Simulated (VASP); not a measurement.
A run of VASP 6.6.1 is set up as follows.

The input INCAR:

```
  PREC = Accurate
  ENCUT = 600
  EDIFF = 1E-7
  ISMEAR = 0
  SIGMA = 0.1
  LREAL = False
  LASPH = True
  NELM = 120
  ALGO = Normal
  ISIF = 3
  LWAVE = False
  LCHARG = False
  IBRION = 2
  NSW = 100
  EDIFFG = -0.05
  GGA_COMPAT = False
  NELMIN = 4
```

Contents of KPOINTS:

```
Automatic mesh
0
Gamma
  8 8 8
```

POSCAR

```
MgO
1.0
    0.0000000000      2.1351500000      2.1351500000
    2.1351500000      0.0000000000      2.1351500000
    2.1351500000      2.1351500000      0.0000000000
Mg O
1 1
Direct
    0.0000000000      0.0000000000      0.0000000000
    0.5000000000      0.5000000000      0.5000000000
```

Potentials or basis: VASP PAW LDA potentials, release 64 (Mg, O).

The run is started by

```sh
$ cat potpaw_LDA.64/Mg/POTCAR potpaw_LDA.64/O/POTCAR > POTCAR
$ mpirun -np 1 vasp_std > vasp.out
```

Predict the band gap on the k mesh.

5.16 eV.

What does it give for the relaxed volume?

8.89 Å³/atom.

What does it give for the space group after relaxing (to 0.1 Å)?

Fm-3m (No. 225).

Final structure:
```cif
data_structure
_symmetry_space_group_name_H-M 'P 1'
_symmetry_Int_Tables_number 1
_cell_length_a 2.9296
_cell_length_b 2.9296
_cell_length_c 2.9296
_cell_angle_alpha 60.000
_cell_angle_beta 60.000
_cell_angle_gamma 60.000
_cell_volume 17.78
loop_
_atom_site_label
_atom_site_type_symbol
_atom_site_fract_x
_atom_site_fract_y
_atom_site_fract_z
_atom_site_occupancy
Mg1 Mg 0.00000 0.00000 0.00000 1
O1 O 0.50000 0.50000 0.50000 1
```

As with any semilocal functional, this LDA gap is likely too small. LDA usually gives volumes a few per cent too small.
